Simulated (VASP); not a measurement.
The system is In3Se.

```
In Se
1.0
     5.06057    0.00000    0.00000
     0.00000    5.06057    0.00000
     0.00000    0.00000    5.06057
In Se
3 1
Direct
  0.00000 0.50000 0.50000
  0.50000 0.00000 0.50000
  0.50000 0.50000 0.00000
  0.00000 0.00000 0.00000
```

The cell was built from a structure type or drawn by symmetry, and may not be a known phase.

```yaml
Program: VASP 6.6.1
Task: relaxation of cell and atoms
Functional: PBE
Potentials_or_basis: VASP PAW PBE potentials, release 64 (In_d, Se)
Cutoff: 600 eV
k_mesh: 4 × 4 × 4
Occupations: gaussian, width 0.1 eV
Spin: no spin polarisation
```

At the start: pressure -3.5 GPa; volume 32.40 Å³/atom.

Q: How do energy, volume and symmetry change on relaxing?

A: Over 3 steps the energy falls by 61.6 meV/atom and the volume is 27.70 Å³/atom (-14.5 %); space group Pm-3m (No. 221, to 0.1 Å) before and after.

The path:
```csv
step,energy change (eV),largest force (eV/Å),pressure (GPa),volume (Å³)
1,0.0000,0.0000,-3.50,129.60
2,-0.2127,0.0000,-1.60,116.77
3,-0.2466,0.0000,-0.10,110.79
```

Final structure:
```cif
data_structure
_symmetry_space_group_name_H-M 'P 1'
_symmetry_Int_Tables_number 1
_cell_length_a 4.8028
_cell_length_b 4.8028
_cell_length_c 4.8028
_cell_angle_alpha 90.000
_cell_angle_beta 90.000
_cell_angle_gamma 90.000
_cell_volume 110.79
loop_
_atom_site_label
_atom_site_type_symbol
_atom_site_fract_x
_atom_site_fract_y
_atom_site_fract_z
_atom_site_occupancy
In1 In 0.00000 0.50000 0.50000 1
In2 In 0.50000 0.00000 0.50000 1
In3 In 0.50000 0.50000 0.00000 1
Se1 Se 0.00000 0.00000 0.00000 1
```
